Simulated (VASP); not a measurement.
Input of a VASP 6.6.1 run:

The input INCAR:

```
SYSTEM = Si2Mo
  ALGO = Normal
  EDIFF = 1E-7
  ENCUT = 520
  GGA = PS
  ISIF = 2
  ISMEAR = 0
  LASPH = .TRUE.
  LCHARG = .FALSE.
  LREAL = .FALSE.
  LWAVE = .FALSE.
  NBANDS = 43
  NELM = 100
  PREC = Accurate
  SIGMA = 0.15
```

KPOINTS

```
k-points
0
G
  12 12 6
  0 0 0
```

The input POSCAR:

```
Si2Mo
1.0
    4.5744403909      0.0000000000      0.0000000000
   -2.2872201955      3.9615815866      0.0000000000
    0.0000000000      0.0000000000      6.5665572496
Si Mo
6 3
Direct
    0.1641680652      0.8358319348      0.8523691835
    0.3283361304      0.1641680652      0.1857025168
    0.8358319348      0.6716638696      0.5190358502
    0.8358319348      0.1641680652      0.8523691835
    0.6716638696      0.8358319348      0.1857025168
    0.1641680652      0.3283361304      0.5190358502
    0.5000000000      0.0000000000      0.5000000000
    0.0000000000      0.5000000000      0.1666666667
    0.5000000000      0.5000000000      0.8333333333
```

Potentials or basis: VASP PAW PBE potentials, release 64 (Si, Mo_sv).

The run is started by

```console
$ cat potpaw_PBE.64/Si/POTCAR potpaw_PBE.64/Mo_sv/POTCAR > POTCAR
$ mpirun -np 1 vasp_std > vasp.out
```

Task: What does it give for the band gap on the k mesh?

Result: 0.06 eV (least direct gap 0.53 eV).

Task: Estimate the largest force.

Result: 1.574 eV/Å.

Task: What does it give for the pressure?

Result: 1.7 GPa.

Stress tensor (GPa, compression positive):
```
0.77 0.00 0.00
0.00 0.77 0.00
0.00 0.00 3.49
```

Caveat: the cell differs from its parent crystal (all Si atoms moved +0.125 Å, as atom 1 along Cartesian [0 0 1]); the PAW data sets were made with another functional, which shifts forces and pressure a little. A k mesh can miss the band edges.
